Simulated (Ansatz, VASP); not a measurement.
One calculation of CdSe, two programs

The input POSCAR:

```
CdSe
1.0
    0.0000000000      3.0702711986      3.0702711986
    3.0702711986      0.0000000000      3.0702711986
    3.0702711986      3.0702711986      0.0000000000
Cd Se
1 1
Direct
    0.0000000000      0.0000000000      0.0000000000
    0.2500000000      0.2500000000      0.2500000000
```

Contents of INCAR.step1:

```
PREC = Accurate
ENCUT = 520
EDIFF = 1E-5
ISMEAR = -1
SIGMA = 0.05
LREAL = False
LASPH = True
NELM = 60
ALGO = Normal
ISIF = 2
LWAVE = True
LCHARG = False
GGA = PE
NBANDS = 16
```

Contents of INCAR.step2:

```
PREC = Accurate
ENCUT = 520
EDIFF = 1E-6
ISMEAR = -1
SIGMA = 0.05
LREAL = False
LASPH = True
NELM = 60
ALGO = Normal
ISIF = 2
LWAVE = False
LCHARG = False
METAGGA = R2SCAN
LHFCALC = True
AEXX = 0.5
LMIXTAU = True
PRECFOCK = Normal
ISTART = 1
NBANDS = 16
```

File KPOINTS:

```
Automatic mesh
0
Gamma
  4 4 4
```

File input.yaml:

```yaml
crystal:
  lattice:
    - [0.0, 3.0702711986, 3.0702711986]
    - [3.0702711986, 0.0, 3.0702711986]
    - [3.0702711986, 3.0702711986, 0.0]
  atoms:
    - { symbol: Cd, position: [0.0, 0.0, 0.0] }
    - { symbol: Se, position: [0.25, 0.25, 0.25] }
hamiltonian:
  xc: r2scan50
  pseudopotentials: { kind: paw }
kpoints:
  mp_grid: { grid: [4, 4, 4] }
  band_path:
    path:
      - [[0.0, 0.0, 0.0], [0.5, 0.0, 0.5], [0.5, 0.25, 0.75], [0.375, 0.375, 0.75], [0.0, 0.0, 0.0], [0.5, 0.5, 0.5], [0.625, 0.25, 0.625], [0.5, 0.25, 0.75], [0.5, 0.5, 0.5], [0.375, 0.375, 0.75]]
      - [[0.625, 0.25, 0.625], [0.5, 0.0, 0.5]]
    npoints: 4
scf:
  occupations: { method: fermi_dirac, width: 0.05 }
  n_extra_bands: 6
output:
  forces: true
  stress: true
  eigenvalues: true
  fatbands: false
```

Alike in both runs: functional r2SCAN50; k mesh 4 × 4 × 4; occupations fermi-dirac, width 0.05 eV; no spin polarisation.

|  | VASP | Ansatz |
| --- | --- | --- |
| version | VASP 6.6.1 | Ansatz 0.2.0 |
| potentials or method | VASP PAW PBE potentials, release 64 (Cd, Se) | Ansatz PAW |
| plane-wave cutoff (eV) | 520 | 500 |
| valence electrons in the cell | 18 | 36 |
| task | single point | band structure |

|  | VASP | Ansatz | Ansatz less VASP |
| --- | --- | --- | --- |
| gap on the k mesh at the Fermi level (eV) | 3.97 | 3.89 | -0.079 |
| least direct gap on the mesh (eV) | 3.97 | 3.89 | -0.079 |
| pressure (GPa) | -1.3 | -1.2 | +0.13 |

VASP's potentials were made for PBE, not for r2SCAN50. With one functional, cell and mesh, what is left measures potentials, basis and numerics. VASP's potentials hold 18 valence electrons a cell and Ansatz's 36, so a difference there can come from the potentials and not from the codes.

The k mesh is coarse, so the values compare programs but aren't converged.
